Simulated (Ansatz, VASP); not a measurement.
# One calculation of La2O, two programs

```
CELL_PARAMETERS angstrom
0.00000 3.40892 6.05229
1.75660 0.00000 6.05229
1.75660 3.40892 0.00000
ATOMIC_POSITIONS crystal
La 0.35575 0.35575 0.64425
La 0.64425 0.64425 0.35575
O 0.00000 0.00000 0.00000
```

Change from the starting cell: species swapped into the TiMo2 type (Fmmm, No. 69).

Alike in both runs: functional PBE; k mesh 7 × 7 × 7; occupations gaussian, width 0.2 eV; no spin polarisation.

Ansatz relaxed the structure, and its values are those at the end. VASP's run is a single point on that final structure, the one shown.

|  | VASP | Ansatz |
| --- | --- | --- |
| version | VASP 6.6.1 | Ansatz 0.2.0 |
| potentials or method | VASP PAW PBE potentials, release 64 (La, O), cutoff 520 eV | scalar-relativistic, plane waves, PAW |
| valence electrons in the cell | 28 | 28 |

Ansatz gave:

```
gap on the k mesh at the Fermi level (eV) : none
pressure (GPa)                            : -0.5
rms of the force components (eV/Å)        : 0.024
```

Task: What did VASP give for the same quantities?

Result: gap on the k mesh at the Fermi level (eV): none; pressure (GPa): -0.6; rms of the force components (eV/Å): 0.029.

A gap of «none» marks a metal or a gap that the smearing closes. With one functional, cell and mesh, what is left measures potentials, basis and numerics.

Spin-orbit coupling is off throughout.
